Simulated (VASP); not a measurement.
# Mg (P6_3/mmc) in VASP: a series of runs, part 2 of 2

VASP 6.6.1. Earlier steps stand in the parts before.

### 3 Single point, PBEsol

This run uses another cell than the first one, of 21.84 Å³/atom, 0.940 times its volume.

File INCAR:

```
PREC = Accurate
ENCUT = 520
EDIFF = 1E-6
ISMEAR = -1
SIGMA = 0.05
LREAL = F
LASPH = T
NELM = 100
ALGO = Fast
ISIF = 2
LWAVE = F
LCHARG = T
GGA = PS
LELF = T
LVHAR = T
NBANDS = 9
```

File KPOINTS:

```
regular mesh
0
Gamma
  10 10 5
```

File POSCAR:

```
Mg
1.0
    3.1437856987      0.0000000000      0.0000000000
   -1.5718928494      2.7225982792      0.0000000000
    0.0000000000      0.0000000000      5.1039375022
Mg
2
Direct
    0.6666666667      0.3333333333      0.7500000000
    0.3333333333      0.6666666667      0.2500000000
```

Potentials or basis: VASP PAW PBE potentials, release 64 (Mg).

Run with:

```
> cat potpaw_PBE.64/Mg/POTCAR > POTCAR
> mpirun -np 1 vasp_std > vasp.out
```

OUTCAR:

```text
PREC = Accurate
   ENCUT = 520
   EDIFF = 1E-6
   ISMEAR = -1
   LREAL = F
   LASPH = T
   NELM = 100
   ISIF = 2
   GGA = PS

 ion  position               nearest neighbor table
   1  0.667  0.333  0.750-   2 3.13   2 3.13   2 3.13   2 3.13   2 3.13   2 3.13
   2  0.333  0.667  0.250-   1 3.13   1 3.13   1 3.13   1 3.13   1 3.13   1 3.13

  LATTYP: Found a hexagonal cell.
 ALAT       =     3.1437856987
 C/A-ratio  =     1.6235004518

  Lattice vectors:

 A1 = (   3.1437856987,   0.0000000000,   0.0000000000)
 A2 = (  -1.5718928494,   2.7225982792,   0.0000000000)
 A3 = (   0.0000000000,   0.0000000000,   5.1039375022)

Analysis of symmetry for initial positions (statically):
=====================================================================
 Subroutine PRICEL returns:
 Original cell was already a primitive cell.

 Routine SETGRP: Setting up the symmetry group for a
 hexagonal supercell.

 Subroutine GETGRP returns: Found 24 space group operations
 (whereof 12 operations were pure point group operations)
 out of a pool of 24 trial point group operations.

The static configuration has the point symmetry D_3d.
 The point group associated with its full space group is D_6h.

Analysis of symmetry for dynamics (positions and initial velocities):
=====================================================================
 Subroutine PRICEL returns:
 Original cell was already a primitive cell.

 Routine SETGRP: Setting up the symmetry group for a
 hexagonal supercell.

 Subroutine GETGRP returns: Found 24 space group operations
 (whereof 12 operations were pure point group operations)
 out of a pool of 24 trial point group operations.

The dynamic configuration has the point symmetry D_3d.
 The point group associated with its full space group is D_6h.

 Subroutine INISYM returns: Found 24 space group operations
 (whereof 12 operations are pure point group operations),
 and found     1 'primitive' translations

----------------------------------------------------------------------------------------

                                     Primitive cell

  volume of cell :      43.6860

  direct lattice vectors                    reciprocal lattice vectors
     3.143785699  0.000000000  0.000000000     0.318087839  0.183648100  0.000000000
    -1.571892849  2.722598279  0.000000000     0.000000000  0.367296199  0.000000000
     0.000000000  0.000000000  5.103937502     0.000000000  0.000000000  0.195927164

  length of vectors
     3.143785699  3.143785699  5.103937502     0.367296199  0.367296199  0.195927164

  position of ions in fractional coordinates (direct lattice)
     0.666666667  0.333333333  0.750000000
     0.333333333  0.666666667  0.250000000

  ion indices of the primitive-cell ions
   primitive index   ion index
                 1           1
                 2           2

----------------------------------------------------------------------------------------

 KPOINTS: regular mesh

Automatic generation of k-mesh.
 Grid dimensions read from file:
 generate k-points for:   10   10    5

 Generating k-lattice:

  Cartesian coordinates                     Fractional coordinates (reciprocal lattice)
     0.031808784  0.018364810  0.000000000     0.100000000  0.000000000  0.000000000
     0.000000000  0.036729620  0.000000000     0.000000000  0.100000000  0.000000000
     0.000000000  0.000000000  0.039185433     0.000000000  0.000000000  0.200000000

  Length of vectors
     0.036729620  0.036729620  0.039185433

  Shift w.r.t. Gamma in fractional coordinates (k-lattice)
     0.000000000  0.000000000  0.000000000

 Subroutine IBZKPT returns following result:
 ===========================================

 Found     42 irreducible k-points:

 Following reciprocal coordinates:
            Coordinates               Weight
  0.000000  0.000000  0.000000      1.000000
  0.100000 -0.000000  0.000000      6.000000
  0.200000 -0.000000  0.000000      6.000000
  0.300000  0.000000  0.000000      6.000000
  0.400000  0.000000  0.000000      6.000000
  0.500000  0.000000  0.000000      3.000000
[... 16 lines left out ...]
  0.300000  0.100000  0.200000     24.000000
  0.400000  0.100000  0.200000     24.000000
 [... further k-points ...]
   k-points           NKPTS =     42   k-points in BZ     NKDIM =     42   number of bands    NBANDS=      9
   number of dos      NEDOS =    301   number of ions     NIONS =      2
   total plane-waves  NPLWV =  23040
   dimension x,y,z NGX =    24 NGY =   24 NGZ =   40
   dimension x,y,z NGXF=    48 NGYF=   48 NGZF=   80
   ions per type =               2
   NGX,Y,Z   is equivalent  to a cutoff of  12.69, 12.69, 13.03 a.u.
   NGXF,Y,Z  is equivalent  to a cutoff of  25.38, 25.38, 26.06 a.u.
 SYSTEM =  unknown system
   PREC   = accura    normal or accurate (medium, high low for compatibility)
   ISTART =      0    job   : 0-new  1-cont  2-samecut
   ICHARG =      2    charge: 1-file 2-atom 10-const
   ISPIN  =      1    spin polarized calculation?
   LNONCOLLINEAR =      F non collinear calculations
   LSORBIT =      F    spin-orbit coupling
   LASPH  =      T    aspherical Exc in radial PAW
   ENCUT  =  520.0 eV  38.22 Ry    6.18 a.u.   5.85  5.85  9.49*2*pi/ulx,y,z
   NELM   =    100;   NELMIN=  2; NELMDL= -5     # of ELM steps
   EDIFF  = 0.1E-05   stopping-criterion for ELM
   LREAL  =      F    real-space projection
   EDIFFG = 0.1E-04   stopping-criterion for IOM
   NSW    =      0    number of steps for IOM
   IBRION =     -1    ionic relax: 0-MD 1-quasi-New 2-CG
   NFREE  =      0    steps in history (QN), initial steepest desc. (CG)
   ISIF   =      2    stress and relaxation
   ISYM   =      2    0-nonsym 1-usesym 2-fastsym
   POTIM  = 0.5000    time-step for ionic-motion
   TEBEG  =    0.0;   TEEND  =   0.0 temperature during run
   PSTRESS=    0.0 pullay stress
   NELECT =       4.0000    total number of electrons
   NUPDOWN=      -1.0000    fix difference up-down
   EMIN   =  10.00;   EMAX   =-10.00  energy-range for DOS
   EFERMI =   0.00;   METHOD = LEGACY
   ISMEAR =    -1;   SIGMA  =   0.05  broadening in eV -4-tet -1-fermi 0-gaus
   EFERMI_NEDOS =   21; number of points for ismear=-14 and -15
   IALGO  =     68    algorithm
   IMIX   =      4    mixing-type and parameters
     AMIX     =   0.40;   BMIX     =  1.00
     AMIX_MAG =   1.60;   BMIX_MAG =  1.00
  volume/ion in A,a.u.               =      21.84       147.40
  Fermi-wavevector in a.u.,A,eV,Ry     =   0.737872  1.394375  7.407756  0.544455
  Thomas-Fermi vector in A             =   1.831658
   LORBIT       =      0    0 simple, 1 ext, 2 COOP (PROOUT), +10 PAW based schemes
   GGA     = PS    functional components
   LHFCALC =     F    Hartree Fock is set to
   AEXX    =    0.0000 exact exchange contribution
   IVDW    =     0    specifies the selected vdW correction
   LEPSILON=     F    determine dielectric tensor
   LRPA    =     F    only Hartree local field effects (RPA)
 non-spin polarized calculation
 RMM-DIIS sequential band-by-band and
  energy-cutoff  :      520.00
  volume of cell :       43.69
 maximum number of plane-waves:      1189
 NGX is ok and might be reduce to    24
   NGX = 11   NGY = 11   NGZ = 19

 number of electron       4.0000000 magnetization

 Free energy of the ion-electron system (eV)
  ---------------------------------------------------
  ext. energy  EPLUGINS =         0.00000000
  ---------------------------------------------------
  free energy    TOTEN  =        -3.43685140 eV

  energy without entropy =       -3.42590547  energy(sigma->0) =       -3.43137843

 E-fermi :   2.8840     XC(G=0):  -8.6911

 val. band max:        2.8549795054   @ k =   0.4000   0.1000   0.4000
 cond. band min:       2.8924418118   @ k =   0.3000   0.3000   0.0000
 fundamental gap:      0.0374623064
 Fermi energy:         2.8839832888

 k-point     1 :       0.0000    0.0000    0.0000
  band No.  band energies     occupation
      1      -4.2912      2.00000
      2       1.0882      2.00000
      3       1.6181      2.00000
      4      14.0704      0.00000
      5      14.0704      0.00000
      6      14.2904      0.00000
      7      14.2904      0.00000
      8      14.9637      0.00000
      9      16.7563      0.00000
[... 265 lines left out ...]
 k-point    24 :       0.4000    0.1000    0.2000
  band No.  band energies     occupation
      1       0.1027      2.00000
      2       1.9609      2.00000
      3       3.4836      0.00001
      4       5.2653      0.00000
      5       7.2477      0.00000
      6       8.3425      0.00000
      7       9.9445      0.00000
      8      11.1811      0.00000
      9      13.8098      0.00000

 [... further k-points ...]

------------------------ aborting loop because EDIFF is reached ----------------------------------------

  FORCE on cell =-STRESS in cart. coord.  units (eV):
  Direction    XX          YY          ZZ          XY          YZ          ZX
  --------------------------------------------------------------------------------------
  -------------------------------------------------------------------------------------
  Total        0.2359443      0.2359443      0.5236937     -0.0000000     -0.0000000      0.0000000
  in kB        8.6532284      8.6532284     19.2064069     -0.0000000     -0.0000000      0.0000000
  external PRESSURE =      12.1709545 kB  Pullay stress =       0.0000000 kB

 VOLUME and BASIS-vectors are now :
 -----------------------------------------------------------------------------
  energy-cutoff  :      520.00
  volume of cell :       43.69
      direct lattice vectors                 reciprocal lattice vectors
     3.143785699  0.000000000  0.000000000     0.318087839  0.183648100  0.000000000
    -1.571892849  2.722598279  0.000000000     0.000000000  0.367296199  0.000000000
     0.000000000  0.000000000  5.103937502     0.000000000  0.000000000  0.195927164

 POSITION                                       TOTAL-FORCE (eV/Angst)
 -----------------------------------------------------------------------------------
      1.57189      0.90753      3.82795         0.000000      0.000000      0.000000
     -0.00000      1.81507      1.27598        -0.000000     -0.000000      0.000000
 -----------------------------------------------------------------------------------
    total drift:                                0.000000     -0.000000      0.000000

  FREE ENERGIE OF THE ION-ELECTRON SYSTEM (eV)
  ---------------------------------------------------
  free  energy   TOTEN  =        -3.4368513982 eV

  energy  without entropy=       -3.4259054677  energy(sigma->0) =       -3.43137843
```

OSZICAR:

```text
N       E                     dE             d eps       ncg     rms          rms(c)
DAV:   1    -0.839817924874E+00   -0.83982E+00   -0.13229E+03   756   0.320E+02
DAV:   2    -0.340938750815E+01   -0.25696E+01   -0.24957E+01  1026   0.275E+01
DAV:   3    -0.345690730806E+01   -0.47520E-01   -0.47267E-01  1013   0.284E+00
DAV:   4    -0.345705488574E+01   -0.14758E-03   -0.14757E-03   979   0.162E-01
DAV:   5    -0.345705538344E+01   -0.49771E-06   -0.49759E-06   960   0.913E-03    0.953E-01
RMM:   6    -0.344633295451E+01    0.10722E-01   -0.41270E-04   770   0.144E-01    0.606E-01
RMM:   7    -0.343684116840E+01    0.94918E-02   -0.18448E-03   789   0.285E-01    0.302E-02
RMM:   8    -0.343685124714E+01   -0.10079E-04   -0.78504E-05   834   0.658E-02    0.627E-03
RMM:   9    -0.343685139824E+01   -0.15110E-06   -0.49862E-06   873   0.150E-02
   1 F= -.34368514E+01 E0= -.34313784E+01  d E =-.109459E-01
```

Wall time 11 s (1 thread of AMD EPYC 9R45 (Zen 5), shared host); peak memory 0.12 GiB.

What came out:

```yaml
Free_energy: -3.4369 eV
Pressure: 1.2 GPa
Band_gap_on_the_k_mesh: zero (band 2 reaches 3.50 eV, above the bottom of band 3 at 1.62 eV)
```

Caveat: the PAW data sets were made with another functional, which shifts forces and pressure a little.

### 4 Single point, PBEsol

This run uses another cell than the first one, of 22.77 Å³/atom, 0.980 times its volume.

File INCAR:

```
SYSTEM = Mg
ALGO = Normal
EDIFF = 1E-6
ENCUT = 520
GGA = PS
ISIF = 2
ISMEAR = -1
LASPH = .TRUE.
LCHARG = .FALSE.
LREAL = .FALSE.
LWAVE = .FALSE.
NBANDS = 9
NELM = 80
PREC = Accurate
SIGMA = 0.05
```

File KPOINTS:

```
k-points
0
G
  10 10 5
  0 0 0
```

File POSCAR:

```
Mg
1.0
    3.1877604248      0.0000000000      0.0000000000
   -1.5938802124      2.7606815091      0.0000000000
    0.0000000000      0.0000000000      5.1753304900
Mg
2
Direct
    0.6666666667      0.3333333333      0.7500000000
    0.3333333333      0.6666666667      0.2500000000
```

Run with:

```
> cat potpaw_PBE.64/Mg/POTCAR > POTCAR
> mpirun -np 1 vasp_std > vasp.out
```

Run time: 11 s. Hardware: 1 thread of AMD EPYC 9R45 (Zen 5), shared host; peak memory 0.13 GiB.

Results (log left out):

- Free energy: -3.4413 eV
- Pressure: -0.4 GPa
- Band gap on the k mesh: zero (band 2 reaches 3.29 eV, above the bottom of band 3 at 1.40 eV)

Stress tensor (GPa, compression positive):
```
-0.78  0.00  0.00
 0.00 -0.78  0.00
 0.00  0.00  0.34
```

Levels at points of the mesh, in eV from the Fermi level:
```csv
k point,band 1,band 2,band 3,band 4,band 5
"(0.00, 0.00, 0.00)",-6.99,-1.73,-1.27,10.94,10.94
"(0.50, 0.00, 0.00)",-2.19,-2.16,2.64,2.99,3.27
```

Caveat: the PAW data sets were made with another functional, which shifts forces and pressure a little.

### 5 Single point, PBEsol

This run uses another cell than the first one, of 24.17 Å³/atom, 1.040 times its volume.

File INCAR:

```
ALGO     = Fast           # electronic algorithm
EDIFF    = 1E-6           # SCF threshold, eV
ENCUT    = 520            # plane-wave cutoff, eV
GGA      = PS             # functional
ISIF     = 2              # what is computed and relaxed
ISMEAR   = -1             # smearing method
LASPH    = T              # aspherical terms in the spheres
LCHARG   = F              # write CHGCAR
LREAL    = F              # projectors in reciprocal space
LWAVE    = F              # write WAVECAR
NBANDS   = 9              # bands
NELM     = 80             # most SCF steps
PREC     = Accurate       # precision mode
SIGMA    = 0.05           # smearing width, eV
```

File KPOINTS:

```
k-points
0
Gamma
  10 10 5
```

File POSCAR:

```
Mg
1.0
    3.2515324747      0.0000000000      0.0000000000
   -1.6257662373      2.8159097243      0.0000000000
    0.0000000000      0.0000000000      5.2788644417
Mg
2
Direct
    0.6666666667      0.3333333333      0.7500000000
    0.3333333333      0.6666666667      0.2500000000
```

Run with:

```
> cat potpaw_PBE.64/Mg/POTCAR > POTCAR
> mpirun -np 1 vasp_std > vasp.out
```

It took 11 s on 1 thread of AMD EPYC 9R45 (Zen 5), shared host; peak memory 0.13 GiB.

The run converged. Its results:

```
Free energy            : -3.4171 eV
Pressure               : -2.3 GPa
Band gap on the k mesh : zero (band 2 reaches 3.00 eV, above the bottom of band 3 at 1.09 eV)
```

Stress tensor (GPa, compression positive):
```
-2.69  0.00  0.00
 0.00 -2.69  0.00
 0.00  0.00 -1.47
```

Levels at points of the mesh, in eV from the Fermi level:
```tsv
k point	band 1	band 2	band 3	band 4	band 5	band 6	band 7
(0.00, 0.00, 0.00)	-6.74	-1.63	-1.27	10.60	10.60	10.62	10.62
(0.50, 0.00, 0.00)	-2.11	-2.08	2.56	2.97	3.11	3.53	6.58
```

Caveat: the PAW data sets were made with another functional, which shifts forces and pressure a little.

### 6 Summary

| task | level | cell | cutoff (eV) | gap on the mesh (eV) | pressure (GPa) |
| --- | --- | --- | --- | --- | --- |
| relaxation of cell and atoms | BLYP | relaxed from a = 3.209, b = 3.209, c = 5.210 Å, angles 90.0, 90.0, 120.0°, 2 atoms | 600 | none | 0.0 |
| single point | PBEsol | a = 3.144, b = 3.144, c = 5.104 Å, angles 90.0, 90.0, 120.0°, 2 atoms | 520 | none | 1.2 |
| single point | PBEsol | a = 3.188, b = 3.188, c = 5.175 Å, angles 90.0, 90.0, 120.0°, 2 atoms | 520 | none | -0.4 |
| single point | PBEsol | a = 3.252, b = 3.252, c = 5.279 Å, angles 90.0, 90.0, 120.0°, 2 atoms | 520 | none | -2.3 |

Alike in all rows: potentials or basis VASP PAW PBE potentials, release 64 (Mg); no spin polarisation; k mesh 10 × 10 × 5; smearing fermi-dirac 0.05 eV.

Caveats: the PAW data sets were made with another functional, which shifts forces and pressure a little.

Total energies depend on the potentials used, so only differences within one code and one set of settings carry meaning.
